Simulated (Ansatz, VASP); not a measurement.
TiO2 in VASP and in Ansatz

```
CELL_PARAMETERS angstrom
4.59694 0.00000 0.00000
0.00000 4.59694 0.00000
0.00000 0.00000 2.95354
ATOMIC_POSITIONS crystal
Ti 0.00000 0.00000 0.00000
Ti 0.50000 0.50000 0.50000
O 0.30463 0.30463 0.00000
O 0.19537 0.80463 0.50000
O 0.69537 0.69537 0.00000
O 0.80463 0.19537 0.50000
```

Alike in both runs: functional r2SCAN; k mesh 8 × 8 × 10; occupations fermi-dirac, width 0.05 eV; no spin polarisation.

Ansatz relaxed the structure, and its values are those at the end. VASP's run is a single point on that final structure, the one shown.

```csv
,VASP,Ansatz
version,VASP 6.6.1,Ansatz 0.2.0
potentials or method,"VASP PAW PBE potentials, release 64 (Ti_sv, O)","PAW with Ansatz's default frozen-core files, scalar-relativistic"
plane-wave cutoff (eV),520,500
valence electrons in the cell,48,48
```

Ansatz gave:

* pressure (GPa): 0.0
* rms of the force components (eV/Å): 0.001

Question: Estimate VASP's values.

Answer: Pressure (GPa): 1.3; rms of the force components (eV/Å): 0.017.

VASP's potentials were made for PBE, not for r2SCAN. The functional is the same, so the differences come from potentials, cutoffs and numerics.
